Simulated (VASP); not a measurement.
# CdSe in VASP: a series of runs

Aim: see how the results for CdSe move with the level of theory and the settings. Levels: PBE-based global hybrid with 35 % exact exchange, HSE06. Tasks: single point.

Everything below comes from runs of VASP 6.6.1. Logs are shortened: lines on timing, memory, paths and dates and some standing lists are left out, and cuts for length are marked.

**1. The cell of the first run**

The structure is cubic, space group F-43m (No. 216). Conventional cell: a = 6.141 Å, b = 6.141 Å, c = 6.141 Å, α = 90.00°, β = 90.00°, γ = 90.00°. Within 3.5 Å of Cd (site symmetry -43m) lie 4 Se at 2.66 Å. Se (site symmetry -43m) has 4 Cd at 2.66 Å within 3.5 Å.

**2. Single point, PBE-based global hybrid with 35 % exact exchange**

Contents of POSCAR:

```
CdSe
1.0
    0.0000000000      3.0702711986      3.0702711986
    3.0702711986      0.0000000000      3.0702711986
    3.0702711986      3.0702711986      0.0000000000
Cd Se
1 1
Direct
    0.0000000000      0.0000000000      0.0000000000
    0.2500000000      0.2500000000      0.2500000000
```

Contents of INCAR.step1:

```
PREC = Accurate
ENCUT = 520
EDIFF = 1E-5
ISMEAR = -1
SIGMA = 0.05
LREAL = F
LASPH = T
NELM = 80
ALGO = Normal
ISIF = 2
LWAVE = T
LCHARG = F
GGA = PE
NBANDS = 16
```

Contents of INCAR.step2:

```
PREC = Accurate
ENCUT = 520
EDIFF = 1E-6
ISMEAR = -1
SIGMA = 0.05
LREAL = F
LASPH = T
NELM = 80
ALGO = Normal
ISIF = 2
LWAVE = F
LCHARG = F
GGA = PE
LHFCALC = T
AEXX = 0.35
PRECFOCK = Normal
ISTART = 1
NBANDS = 16
```

Contents of KPOINTS:

```
regular mesh
0
Gamma
  4 4 4
```

Potentials or basis: VASP PAW PBE potentials, release 64 (Cd, Se).

Launch:

```console
cat potpaw_PBE.64/Cd/POTCAR potpaw_PBE.64/Se/POTCAR > POTCAR
cp INCAR.step1 INCAR
mpirun -np 1 vasp_std > vasp.out
cp INCAR.step2 INCAR
mpirun -np 1 vasp_std > vasp.out
```

OUTCAR:

```text
PREC = Accurate
   ENCUT = 520
   EDIFF = 1E-6
   ISMEAR = -1
   LREAL = F
   LASPH = T
   NELM = 80
   ISIF = 2
   GGA = PE
   LHFCALC = T
   AEXX = 0.35
   PRECFOCK = Normal
   ISTART = 1

 ion  position               nearest neighbor table
   1  0.000  0.000  0.000-   2 2.66   2 2.66   2 2.66   2 2.66
   2  0.250  0.250  0.250-   1 2.66   1 2.66   1 2.66   1 2.66

  LATTYP: Found a face centered cubic cell.
 ALAT       =     6.1405423972

  Lattice vectors:

 A1 = (   0.0000000000,   3.0702711986,   3.0702711986)
 A2 = (   3.0702711986,   0.0000000000,   3.0702711986)
 A3 = (   3.0702711986,   3.0702711986,   0.0000000000)

Analysis of symmetry for initial positions (statically):
=====================================================================
 Subroutine PRICEL returns:
 Original cell was already a primitive cell.

 Routine SETGRP: Setting up the symmetry group for a
 face centered cubic supercell.

 Subroutine GETGRP returns: Found 24 space group operations
 (whereof 24 operations were pure point group operations)
 out of a pool of 48 trial point group operations.

The static configuration has the point symmetry T_d .

Analysis of symmetry for dynamics (positions and initial velocities):
=====================================================================
 Subroutine PRICEL returns:
 Original cell was already a primitive cell.

 Routine SETGRP: Setting up the symmetry group for a
 face centered cubic supercell.

 Subroutine GETGRP returns: Found 24 space group operations
 (whereof 24 operations were pure point group operations)
 out of a pool of 48 trial point group operations.

The dynamic configuration has the point symmetry T_d .

 Subroutine INISYM returns: Found 24 space group operations
 (whereof 24 operations are pure point group operations),
 and found     1 'primitive' translations

----------------------------------------------------------------------------------------

                                     Primitive cell

  volume of cell :      57.8842

  direct lattice vectors                    reciprocal lattice vectors
     0.000000000  3.070271199  3.070271199    -0.162852063  0.162852063  0.162852063
     3.070271199  0.000000000  3.070271199     0.162852063 -0.162852063  0.162852063
     3.070271199  3.070271199  0.000000000     0.162852063  0.162852063 -0.162852063

  length of vectors
     4.342019169  4.342019169  4.342019169     0.282068048  0.282068048  0.282068048

  position of ions in fractional coordinates (direct lattice)
     0.000000000  0.000000000  0.000000000
     0.250000000  0.250000000  0.250000000

  ion indices of the primitive-cell ions
   primitive index   ion index
                 1           1
                 2           2

----------------------------------------------------------------------------------------

 KPOINTS: regular mesh

Automatic generation of k-mesh.
 Grid dimensions read from file:
 generate k-points for:    4    4    4

 Generating k-lattice:

  Cartesian coordinates                     Fractional coordinates (reciprocal lattice)
    -0.040713016  0.040713016  0.040713016     0.250000000  0.000000000  0.000000000
     0.040713016 -0.040713016  0.040713016     0.000000000  0.250000000  0.000000000
     0.040713016  0.040713016 -0.040713016     0.000000000  0.000000000  0.250000000

  Length of vectors
     0.070517012  0.070517012  0.070517012

  Shift w.r.t. Gamma in fractional coordinates (k-lattice)
     0.000000000  0.000000000  0.000000000

 Subroutine IBZKPT returns following result:
 ===========================================

 Found      8 irreducible k-points:

 Following reciprocal coordinates:
            Coordinates               Weight
  0.000000  0.000000  0.000000      1.000000
  0.250000  0.000000  0.000000      8.000000
  0.500000  0.000000  0.000000      4.000000
  0.250000  0.250000  0.000000      6.000000
  0.500000  0.250000  0.000000     24.000000
 -0.250000  0.250000  0.000000     12.000000
  0.500000  0.500000  0.000000      3.000000
 -0.250000  0.500000  0.250000      6.000000
   k-points           NKPTS =      8   k-points in BZ     NKDIM =     64   number of bands    NBANDS=     16
   number of dos      NEDOS =    301   number of ions     NIONS =      2
   total plane-waves  NPLWV =  32768
   dimension x,y,z NGX =    32 NGY =   32 NGZ =   32
   dimension x,y,z NGXF=    64 NGYF=   64 NGZF=   64
   ions per type =               1   1
   NGX,Y,Z   is equivalent  to a cutoff of  12.25, 12.25, 12.25 a.u.
   NGXF,Y,Z  is equivalent  to a cutoff of  24.50, 24.50, 24.50 a.u.
 SYSTEM =  unknown system
   PREC   = accura    normal or accurate (medium, high low for compatibility)
   ISTART =      1    job   : 0-new  1-cont  2-samecut
   ICHARG =      0    charge: 1-file 2-atom 10-const
   ISPIN  =      1    spin polarized calculation?
   LNONCOLLINEAR =      F non collinear calculations
   LSORBIT =      F    spin-orbit coupling
   LASPH  =      T    aspherical Exc in radial PAW
   ENCUT  =  520.0 eV  38.22 Ry    6.18 a.u.   8.07  8.07  8.07*2*pi/ulx,y,z
   NELM   =     80;   NELMIN=  2; NELMDL=  0     # of ELM steps
   EDIFF  = 0.1E-05   stopping-criterion for ELM
   LREAL  =      F    real-space projection
   EDIFFG = 0.1E-04   stopping-criterion for IOM
   NSW    =      0    number of steps for IOM
   IBRION =     -1    ionic relax: 0-MD 1-quasi-New 2-CG
   NFREE  =      0    steps in history (QN), initial steepest desc. (CG)
   ISIF   =      2    stress and relaxation
   ISYM   =      3    0-nonsym 1-usesym 2-fastsym
   POTIM  = 0.5000    time-step for ionic-motion
   TEBEG  =    0.0;   TEEND  =   0.0 temperature during run
   PSTRESS=    0.0 pullay stress
   NELECT =      18.0000    total number of electrons
   NUPDOWN=      -1.0000    fix difference up-down
   EMIN   =  10.00;   EMAX   =-10.00  energy-range for DOS
   EFERMI =   0.00;   METHOD = LEGACY
   ISMEAR =    -1;   SIGMA  =   0.05  broadening in eV -4-tet -1-fermi 0-gaus
   EFERMI_NEDOS =   21; number of points for ismear=-14 and -15
   IALGO  =     38    algorithm
   IMIX   =      1    mixing-type and parameters
     AMIX     =   0.40;   BMIX     =  1.00
     AMIX_MAG =   1.60;   BMIX_MAG =  1.00
  volume/ion in A,a.u.               =      28.94       195.31
  Fermi-wavevector in a.u.,A,eV,Ry     =   1.109121  2.095935 16.737199  1.230149
  Thomas-Fermi vector in A             =   2.245657
   LORBIT       =      0    0 simple, 1 ext, 2 COOP (PROOUT), +10 PAW based schemes
   GGA     = PE    functional components
   LHFCALC =     T    Hartree Fock is set to
   PRECFOCK=normal    Normal, Fast or Accurate (Low or Medium for compatibility)
   ENCUT4O =  -1.0   cutoff for four orbital integrals eV
   NKREDX  =     1    reduce k-point grid by
   NKREDY  =     1    reduce k-point grid by
   NKREDZ  =     1    reduce k-point grid by
   AEXX    =    0.3500 exact exchange contribution
   HFSCREEN=    0.0000 screening length (either q_TF or 0.3 A-1)
   HFSCREENC=   0.0000 screening length for correlation (either q_TF or 0.3 A-1)
   ENCUTFOCK=  -1.0 apply spherical cutoff to Coloumb kernel
   IVDW    =     0    specifies the selected vdW correction
   LEPSILON=     F    determine dielectric tensor
   LRPA    =     F    only Hartree local field effects (RPA)
 non-spin polarized calculation
  energy-cutoff  :      520.00
  volume of cell :       57.88
 maximum number of plane-waves:      1588
  NGX = 28; NGY = 28; NGZ = 28

 number of electron      18.0000008 magnetization

 Free energy of the ion-electron system (eV)
  ---------------------------------------------------
  ext. energy  EPLUGINS =         0.00000000
  ---------------------------------------------------
  free energy    TOTEN  =        -8.21069539 eV

  energy without entropy =       -8.21069539  energy(sigma->0) =       -8.21069539

 E-fermi :   0.3872     XC(G=0):  -6.1795

 val. band max:       -0.6511384027   @ k =   0.0000   0.0000   0.0000
 cond. band min:       2.2305216942   @ k =   0.0000   0.0000   0.0000
 fundamental gap:      2.8816600969
 Fermi energy:         0.3872475554

 k-point     1 :       0.0000    0.0000    0.0000
  band No.  band energies     occupation
      1     -14.6756      2.00000
      2     -10.2458      2.00000
      3     -10.2458      2.00000
      4     -10.2458      2.00000
      5      -9.8971      2.00000
      6      -9.8971      2.00000
[... 8 lines left out ...]
     15      13.0631      0.00000
     16      13.0631      0.00000

 k-point     2 :       0.2500    0.0000    0.0000
  band No.  band energies     occupation
      1     -14.4794      2.00000
      2     -10.1961      2.00000
      3     -10.1961      2.00000
      4     -10.0118      2.00000
      5      -9.8960      2.00000
      6      -9.8960      2.00000
[... 8 lines left out ...]
     15      11.9530      0.00000
     16      11.9530      0.00000

 k-point     3 :       0.5000    0.0000    0.0000
  band No.  band energies     occupation
      1     -14.2841      2.00000
      2     -10.1589      2.00000
      3     -10.1589      2.00000
      4      -9.8797      2.00000
      5      -9.8797      2.00000
      6      -9.5694      2.00000
[... 8 lines left out ...]
     15      14.2336      0.00000
     16      14.2336      0.00000

 k-point     4 :       0.2500    0.2500    0.0000
  band No.  band energies     occupation
      1     -14.4160      2.00000
      2     -10.1371      2.00000
      3     -10.1371      2.00000
      4     -10.0543      2.00000
      5      -9.8894      2.00000
      6      -9.8728      2.00000
[... 8 lines left out ...]
     15      13.6336      0.00000
     16      15.2662      0.00000

 k-point     5 :       0.5000    0.2500    0.0000
  band No.  band energies     occupation
      1     -14.2253      2.00000
      2     -10.1135      2.00000
      3     -10.0840      2.00000
      4      -9.9519      2.00000
      5      -9.8696      2.00000
      6      -9.5228      2.00000
[... 8 lines left out ...]
     15      14.4874      0.00000
     16      15.0668      0.00000

 k-point     6 :      -0.2500    0.2500    0.0000
  band No.  band energies     occupation
      1     -14.2877      2.00000
      2     -10.1339      2.00000
      3     -10.1335      2.00000
      4      -9.9062      2.00000
      5      -9.9061      2.00000
      6      -9.6435      2.00000
[... 8 lines left out ...]
     15      13.3360      0.00000
     16      15.1359      0.00000

 k-point     7 :       0.5000    0.5000    0.0000
  band No.  band energies     occupation
      1     -14.1636      2.00000
      2     -10.0417      2.00000
      3     -10.0144      2.00000
      4     -10.0144      2.00000
      5      -9.8483      2.00000
      6      -9.4783      2.00000
[... 8 lines left out ...]
     15      14.5248      0.00000
     16      15.4499      0.00000

 k-point     8 :      -0.2500    0.5000    0.2500
  band No.  band energies     occupation
      1     -14.1654      2.00000
      2     -10.0773      2.00000
      3     -10.0663      2.00000
      4      -9.9335      2.00000
      5      -9.8918      2.00000
      6      -9.3678      2.00000
[... 8 lines left out ...]
     15      14.6051      0.00000
     16      15.2311      0.00000

------------------------ aborting loop because EDIFF is reached ----------------------------------------

  FORCE on cell =-STRESS in cart. coord.  units (eV):
  Direction    XX          YY          ZZ          XY          YZ          ZX
  --------------------------------------------------------------------------------------
  -------------------------------------------------------------------------------------
  Total       -0.1302584     -0.1302584     -0.1302584      0.0000000      0.0000000      0.0000000
  in kB       -3.6054210     -3.6054210     -3.6054210      0.0000000      0.0000000      0.0000000
  external PRESSURE =      -3.6054210 kB  Pullay stress =       0.0000000 kB

 VOLUME and BASIS-vectors are now :
 -----------------------------------------------------------------------------
  energy-cutoff  :      520.00
  volume of cell :       57.88
      direct lattice vectors                 reciprocal lattice vectors
     0.000000000  3.070271199  3.070271199    -0.162852063  0.162852063  0.162852063
     3.070271199  0.000000000  3.070271199     0.162852063 -0.162852063  0.162852063
     3.070271199  3.070271199  0.000000000     0.162852063  0.162852063 -0.162852063

 POSITION                                       TOTAL-FORCE (eV/Angst)
 -----------------------------------------------------------------------------------
      0.00000      0.00000      0.00000         0.000000     -0.000000      0.000000
      1.53514      1.53514      1.53514        -0.000000      0.000000     -0.000000
 -----------------------------------------------------------------------------------
    total drift:                                0.000041      0.000054      0.000026

  FREE ENERGIE OF THE ION-ELECTRON SYSTEM (eV)
  ---------------------------------------------------
  free  energy   TOTEN  =        -8.2106953913 eV

  energy  without entropy=       -8.2106953912  energy(sigma->0) =       -8.21069539
```

It took 11 min on 1 thread of Intel Xeon Platinum 8375C at 2.90GHz (Ice Lake), shared host; peak memory 0.2 GiB.

What came out:

| Quantity | Value |
| --- | --- |
| Free energy | -8.2107 eV |
| Pressure | -0.4 GPa |
| Band gap on the k mesh | 2.88 eV |

Levels at points of the mesh, in eV from the valence-band top:
| k point | band 6 | band 7 | band 8 | band 9 | band 10 | band 11 | band 12 | band 13 |
| --- | --- | --- | --- | --- | --- | --- | --- | --- |
| (0.00, 0.00, 0.00) | -9.25 | 0.00 | 0.00 | 0.00 | 2.88 | 8.45 | 8.45 | 8.45 |
| (0.50, 0.00, 0.00) | -8.92 | -4.67 | -0.78 | -0.78 | 4.77 | 8.92 | 8.92 | 9.87 |
| (0.50, 0.50, 0.00) | -8.83 | -4.35 | -1.95 | -1.95 | 5.33 | 6.16 | 11.73 | 13.03 |

Caveat: the k points lie up to 0.44 Å⁻¹ apart; the PAW data sets were made with another functional, which shifts forces and pressure a little.

**3. Single point, HSE06 (last atom moved by 0.08 Å along z, cell strained by +1.0% along z)**

Contents of POSCAR:

```
CdSe
1.0
    0.0000000000      3.0702711986      3.1009739106
    3.0702711986      0.0000000000      3.1009739106
    3.0702711986      3.0702711986      0.0000000000
Cd Se
1 1
Direct
    0.0000000000      0.0000000000      0.0000000000
    0.2630281700      0.2630281700      0.2369718300
```

Contents of INCAR.step1:

```
SYSTEM = CdSe
ISMEAR = 0
SIGMA = 0.03
LWAVE = .True.
LCHARG = .False.
ISIF = 2
PREC = Accurate
LASPH = .True.
LREAL = .False.
ALGO = Normal
EDIFF = 1E-5
NELM = 120
GGA_COMPAT = .False.
ENCUT = 620
EFERMI = MIDGAP
GGA = PE
KPAR = 8
NBANDS = 19
```

Contents of INCAR.step2:

```
SYSTEM = CdSe
GGA = PE
LHFCALC = .True.
HFSCREEN = 0.2
ISMEAR = 0
SIGMA = 0.03
LWAVE = .False.
LCHARG = .False.
ISIF = 2
PREC = Accurate
LASPH = .True.
LREAL = .False.
ALGO = Normal
EDIFF = 1E-6
NELM = 120
GGA_COMPAT = .False.
ENCUT = 620
EFERMI = MIDGAP
PRECFOCK = Accurate
ISTART = 1
KPAR = 8
NBANDS = 19
```

Contents of KPOINTS:

```
Automatic mesh
0
Gamma
  6 6 6
  0 0 0
```

Potentials or basis: VASP PAW PBE potentials, release 64 (Cd, Se).

Launch:

```console
cat potpaw_PBE.64/Cd/POTCAR potpaw_PBE.64/Se/POTCAR > POTCAR
cp INCAR.step1 INCAR
mpirun -np 8 vasp_std > vasp.out
cp INCAR.step2 INCAR
mpirun -np 8 vasp_std > vasp.out
```

Wall time 47 min (8 MPI ranks of AMD EPYC 9R45 (Zen 5), shared host); peak memory 0.39 GiB.

Results (log left out):

```yaml
Free_energy: -6.8517 eV
Pressure: -0.2 GPa
Largest_force: 0.360 eV/Å
Band_gap_on_the_k_mesh: 1.42 eV
```

Forces on the atoms (eV/Å):
```
Cd   0.000  0.000  0.360
Se   0.000  0.000 -0.360
```

Stress tensor (GPa, compression positive):
```
-0.09 -1.21  0.00
-1.21 -0.09  0.00
 0.00  0.00 -0.41
```

Levels at points of the mesh, in eV from the valence-band top:
```
           k point  band 5  band 6  band 7  band 8  band 9  band 10  band 11  band 12  band 13  band 14
(0.00, 0.00, 0.00)   -8.75   -8.75   -0.10   -0.07    0.00     1.42     6.91     6.94     7.00    10.79
(0.50, 0.00, 0.00)   -8.74   -8.45   -4.59   -0.92   -0.71     3.36     7.34     7.59     8.39    11.01
(0.00, 0.00, 0.50)   -8.73   -8.44   -4.40   -0.84   -0.71     3.22     7.19     7.58     8.31    11.05
(0.50, 0.50, 0.00)   -8.71   -8.38   -4.24   -1.90   -1.84     3.98     4.75    10.03    11.21    11.46
(0.50, 0.00, 0.50)   -8.71   -8.36   -4.20   -1.91   -1.90     3.97     4.64    10.13    11.25    11.39
```

Caveat: the cell differs from its parent crystal (last atom moved by 0.08 Å along z, cell strained by +1.0% along z); the PAW data sets were made with another functional, which shifts forces and pressure a little.

**4. Single point, HSE06, non-collinear spin, zero start, spin-orbit coupling**

Contents of POSCAR:

```
CdSe
1.0
    0.0000000000      3.0702711986      3.0702711986
    3.0702711986      0.0000000000      3.0702711986
    3.0702711986      3.0702711986      0.0000000000
Cd Se
1 1
Direct
    0.0000000000      0.0000000000      0.0000000000
    0.2500000000      0.2500000000      0.2500000000
```

Contents of INCAR.step1:

```
ALGO = Normal
EDIFF = 1E-5
ENCUT = 520
GGA = PE
GGA_COMPAT = False
ISIF = 2
ISMEAR = -1
LASPH = True
LNONCOLLINEAR = True
LORBIT = 11
LORBMOM = True
LREAL = False
LSORBIT = True
LWAVE = True
MAGMOM = 0 0 0 0 0 0
NBANDS = 30
NELM = 150
PREC = Accurate
SIGMA = 0.05
```

Contents of INCAR.step2:

```
ALGO = Normal
EDIFF = 1E-6
ENCUT = 520
GGA = PE
GGA_COMPAT = False
HFSCREEN = 0.2079
ISIF = 2
ISMEAR = -1
ISTART = 1
LASPH = True
LCHARG = True
LHFCALC = True
LNONCOLLINEAR = True
LORBIT = 11
LORBMOM = True
LREAL = False
LSORBIT = True
LVHAR = True
LWAVE = False
MAGMOM = 0 0 0 0 0 0
NBANDS = 30
NELM = 150
PREC = Accurate
PRECFOCK = Normal
SIGMA = 0.05
```

Contents of KPOINTS:

```
k-points
0
Gamma
  4 4 4
```

Launch:

```console
cat potpaw_PBE.64/Cd/POTCAR potpaw_PBE.64/Se/POTCAR > POTCAR
cp INCAR.step1 INCAR
mpirun -np 1 vasp_ncl > vasp.out
cp INCAR.step2 INCAR
mpirun -np 1 vasp_ncl > vasp.out
```

It took 1.5 h on 1 thread of Oxide Virtual Turin-like, shared host; peak memory 0.42 GiB.

Results (log left out):

* Free energy: -6.8598 eV
* Pressure: 0.4 GPa
* Net moment: 0.00 μB per cell
* Valence electrons inside the program's atomic spheres: Cd 10.30; Se 3.92

Moments on the atoms (μB; x, y, z):
```
Cd  0.00 0.00 0.00
Se  0.00 0.00 0.00
```

Caveat: the k points lie up to 0.44 Å⁻¹ apart; the PAW data sets were made with another functional, which shifts forces and pressure a little.

**5. Summary**

```tsv
level	spin	cell	k mesh	cutoff (eV)	smearing	dipole correction	grid for exact exchange (PRECFOCK)	share of exact exchange	tolerance level	purpose	gap on the mesh (eV)	pressure (GPa)
PBE-based global hybrid with 35 % exact exchange	off	a = 4.342 Å, angles 60.0°, 2 atoms, atomic positions A	4 × 4 × 4	520	fermi-dirac 0.05 eV	no	Normal	0.35	-	-	2.88	-0.4
HSE06	off	a = 4.364, b = 4.364, c = 4.342 Å, angles 60.2, 60.2, 59.7°, 2 atoms, atomic positions B	6 × 6 × 6	620	gaussian 0.03 eV	-	Accurate	0.25	standard	forces	1.42	-0.2
HSE06	non-collinear, zero start, SOC	a = 4.342 Å, angles 60.0°, 2 atoms, atomic positions A	4 × 4 × 4	520	fermi-dirac 0.05 eV	no	Normal	0.25	-	-	-	0.4
```

Alike in all rows: task single point; potentials or basis VASP PAW PBE potentials, release 64 (Cd, Se).

Caveats: some runs use coarse meshes; the PAW data sets were made with another functional, which shifts forces and pressure a little.

Absolute energies hang on the potentials; compare differences alone.
